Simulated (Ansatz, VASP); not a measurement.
**BeCdS4 in VASP and in Ansatz**

```
Be Cd S
1.0
     5.84550    0.04652    0.04656
     0.05187    6.25042    0.03564
    -0.09362    0.03479    6.27647
Be Cd S
2 2 8
Direct
  0.45975 0.58940 0.31195
  0.51836 0.05129 0.64716
  0.99783 0.01074 0.20668
  0.00657 0.47345 0.73807
  0.40532 0.58720 0.66152
  0.59657 0.36128 0.82130
  0.12548 0.42732 0.20243
  0.86275 0.58431 0.35802
  0.88956 0.90983 0.86417
  0.14335 0.06580 0.67715
  0.58630 0.07741 0.35925
  0.40817 0.86133 0.15231
```

Change from the starting cell: cell x1, atoms moved at random (sigma 0.1 Å) and cell strained at random (1.5 %), then relaxed without symmetry.

Alike in both runs: task relaxation of cell and atoms; functional PBE; k mesh 4 × 2 × 2; occupations gaussian, width 0.1 eV; no spin polarisation.

```csv
,VASP,Ansatz
version,VASP 6.6.1,Ansatz 0.2.0
potentials or method,"VASP PAW PBE potentials, release 64 (Be, Cd, S), cutoff 600 eV","scalar-relativistic, plane waves, PAW"
valence electrons in the cell,76,92
```

```csv
,VASP,Ansatz,Ansatz less VASP
"gap on the k mesh at the Fermi level, each at its own relaxed structure (eV)",1.77,1.73,-0.044
relaxed volume (Å³/atom),19.15,19.10,-0.044
relaxed cell length with the largest relative difference (Å),5.665,5.656,-0.0092
```

VASP's potentials hold 76 valence electrons a cell and Ansatz's 92, so a difference there can come from the potentials and not from the codes.

The k mesh is coarse, so the values compare programs but aren't converged.
